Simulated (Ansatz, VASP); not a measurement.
## Two plane-wave programs on InSb5

```
In Sb
1.0
     3.37698    0.00000    0.00000
     0.00000    3.37698    0.00000
     0.00000    0.00000   14.50345
In Sb
1 5
Cartesian
  1.6885 1.6885 0.0000
  1.6885 1.6885 4.8793
  1.6885 1.6885 9.6241
  0.0000 0.0000 2.5094
  0.0000 0.0000 11.9940
  0.0000 0.0000 7.2517
```

Change from the starting cell: species swapped into the Hf5Pb type (P4/mmm, No. 123).

Alike in both runs: task relaxation of cell and atoms; functional PBE; k mesh 12 × 12 × 4; occupations gaussian, width 0.1 eV; no spin polarisation.

|  | VASP | Ansatz |
| --- | --- | --- |
| version | VASP 6.6.1 | Ansatz 0.2.0 |
| potentials or method | VASP PAW PBE potentials, release 64 (In_d, Sb), cutoff 600 eV | scalar-relativistic, plane waves, PAW |
| valence electrons in the cell | 38 | 88 |

|  | VASP | Ansatz | Ansatz less VASP |
| --- | --- | --- | --- |
| gap on the k mesh at the Fermi level, each at its own relaxed structure (eV) | none | none | - |
| relaxed volume (Å³/atom) | 28.20 | 28.26 | +0.060 |
| relaxed cell length with the largest relative difference (Å) | 16.930 | 16.966 | +0.0360 |

A gap of «none» marks a metal or a gap that the smearing closes. VASP's potentials hold 38 valence electrons a cell and Ansatz's 88, so a difference there can come from the potentials and not from the codes.

Spin-orbit coupling is off throughout. Noted on VASP's run: too few bands were computed for a metal, which touches its energy and stress.
